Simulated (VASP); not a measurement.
Write the native input for VASP 6.6.1 that does the following.

| Item | Value |
| --- | --- |
| Task | single point |
| Functional | r2SCAN |
| Potentials or basis | VASP PAW PBE potentials, release 64 (Ni, Ge_d) |
| Cutoff | 520 eV |
| k mesh | 6 × 6 × 6 |
| Occupations | gaussian, width 0.01 eV |
| Spin | no spin polarisation |
| Dipole correction | no |
| Further INCAR settings | ALGO = Normal; EDIFF = 1e-06; NBANDS = 30 |

Ni3Ge:

```
Ni Ge
1.0
     3.53033    0.00000    0.00000
     0.00000    3.53033    0.00000
     0.00000    0.00000    3.53033
Ni Ge
3 1
Cartesian
  1.7652 0.0000 1.7652
  0.0000 1.7652 1.7652
  1.7652 1.7652 0.0000
  0.0000 0.0000 0.0000
```

One way to write it, as run:

POSCAR

```
Ni3Ge
1.0
    3.5303341067      0.0000000000      0.0000000000
    0.0000000000      3.5303341067      0.0000000000
    0.0000000000      0.0000000000      3.5303341067
Ni Ge
3 1
Direct
    0.5000000000      0.0000000000      0.5000000000
    0.0000000000      0.5000000000      0.5000000000
    0.5000000000      0.5000000000      0.0000000000
    0.0000000000      0.0000000000      0.0000000000
```

INCAR.step1

```
SYSTEM = Ni3Ge
PREC     = Accurate       ! precision mode
ENCUT    = 520            ! plane-wave cutoff, eV
ISMEAR   = 0              ! smearing method
SIGMA    = 0.01           ! smearing width, eV
LREAL    = .FALSE.        ! projectors in reciprocal space
LASPH    = .TRUE.         ! aspherical terms in the spheres
NELM     = 80             ! most SCF steps
NBANDS   = 30             ! bands
GGA      = PE             ! functional
ALGO     = Normal         ! electronic algorithm
EDIFF    = 1E-4           ! SCF threshold, eV
LWAVE    = .TRUE.         ! write WAVECAR
LCHARG   = .FALSE.        ! write CHGCAR
```

INCAR.step2

```
SYSTEM = Ni3Ge
PREC     = Accurate       ! precision mode
ENCUT    = 520            ! plane-wave cutoff, eV
EDIFF    = 1E-6           ! SCF threshold, eV
ISMEAR   = 0              ! smearing method
SIGMA    = 0.01           ! smearing width, eV
LREAL    = .FALSE.        ! projectors in reciprocal space
LASPH    = .TRUE.         ! aspherical terms in the spheres
NELM     = 80             ! most SCF steps
ALGO     = Normal         ! electronic algorithm
ISIF     = 2              ! what is computed and relaxed
LWAVE    = .FALSE.        ! write WAVECAR
LCHARG   = .FALSE.        ! write CHGCAR
METAGGA  = R2SCAN         ! meta-GGA
LMIXTAU  = .TRUE.       
NBANDS   = 30             ! bands
ISTART   = 1
```

KPOINTS

```
regular mesh
0
G
  6 6 6
  0 0 0
```

Potentials or basis: VASP PAW PBE potentials, release 64 (Ni, Ge_d).

The run is started by

```sh
$ cat potpaw_PBE.64/Ni/POTCAR potpaw_PBE.64/Ge_d/POTCAR > POTCAR
$ cp INCAR.step1 INCAR
$ mpirun -np 1 vasp_std > vasp.out
$ cp INCAR.step2 INCAR
$ mpirun -np 1 vasp_std > vasp.out
```

Results of the run:

```json
{
 "Pressure": "0.8 GPa",
 "Band gap on the k mesh": "zero (band 22 reaches 10.22 eV, above the bottom of band 23 at 9.96 eV)"
}
```

Caveat: the PAW data sets were made with another functional, which shifts forces and pressure a little.

Run time: 75 s on 1 thread of Intel(R) Xeon(R) Platinum 8488C (Sapphire Rapids), with other jobs on the host, peak memory 0.18 GiB.
